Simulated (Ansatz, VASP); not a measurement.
## Cs: VASP beside Ansatz

```
Cs
1.0
     5.38548    0.00000    0.00000
    -2.69274    4.66396    0.00000
     0.00000    0.00000   28.79440
Cs
3
Cartesian
  0.0000 1.5547 10.0000
  0.0000 4.6640 14.3972
  2.6927 3.1093 18.7944
```

Alike in both runs: functional PBEsol; k mesh 7 × 7 × 1; occupations fermi-dirac, width 0.1 eV; no spin polarisation.

Ansatz relaxed the structure, and its values are those at the end. VASP's run is a single point on that final structure, the one shown.

|  | VASP | Ansatz |
| --- | --- | --- |
| version | VASP 6.6.1 | Ansatz 0.2.0 |
| potentials or method | VASP PAW PBE potentials, release 64 (Cs_sv), cutoff 520 eV | all-electron LAPW, scalar-relativistic |

```tsv
	VASP	Ansatz	Ansatz less VASP
rms of the force components (eV/Å)	0.004	0.004	0.0000
```

VASP's potentials were made for PBE, not for PBEsol. Ansatz ran all-electron here, and VASP with PAW potentials.

Neither program's run includes spin-orbit coupling.
